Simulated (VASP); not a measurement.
Set up this calculation in VASP 6.6.1, as the native input.

| Item | Value |
| --- | --- |
| Task | single point |
| Functional | PBE |
| Potentials or basis | VASP PAW PBE potentials, release 64 (Ga_d, Os) |
| Cutoff | 520 eV |
| k mesh | 4 × 4 × 4 |
| Occupations | gaussian, width 0.1 eV |
| Spin | no spin polarisation |
| Dipole correction | no |
| Further INCAR settings | ALGO = Normal; EDIFF = 1e-06; NBANDS = 26 |

The structure of GaOs3 lies in POSCAR:

```
GaOs3
1.0
    3.8768684437      0.0000000000      0.0000000000
    0.0000000000      3.8768684437      0.0000000000
    0.0000000000      0.0000000000      3.8768684437
Ga Os
1 3
Direct
    0.0000000000      0.0000000000      0.0000000000
    0.0000000000      0.5000000000      0.5000000000
    0.5000000000      0.0000000000      0.5000000000
    0.5000000000      0.5000000000      0.0000000000
```

The input as run:

INCAR

```
SYSTEM = GaOs3
PREC = Accurate ; ENCUT = 520
EDIFF = 1E-6 ; ISMEAR = 0
SIGMA = 0.1 ; LREAL = .FALSE.
LASPH = .TRUE. ; NELM = 60
ALGO = Normal ; ISIF = 2
LWAVE = .FALSE. ; LCHARG = .FALSE.
GGA = PE ; NBANDS = 26
```

KPOINTS

```
Automatic mesh
0
G
  4 4 4
  0 0 0
```

Potentials or basis: VASP PAW PBE potentials, release 64 (Ga_d, Os).

Launch:

```bash
$ cat potpaw_PBE.64/Ga_d/POTCAR potpaw_PBE.64/Os/POTCAR > POTCAR
$ mpirun -np 1 vasp_std > vasp.out
```

Results of the run:

* Pressure: 0.3 GPa
* Band gap on the k mesh: zero (an odd number of electrons rules out a gap without spin polarisation)

Caveat: the k points lie up to 0.41 Å⁻¹ apart, too coarse for converged energies and pressures of a metal; spin-orbit coupling is left out, which moves the levels of the heavy elements.

Run time: 35 s on 1 thread of Intel Xeon 8259CL (shared host), peak memory 0.17 GiB.
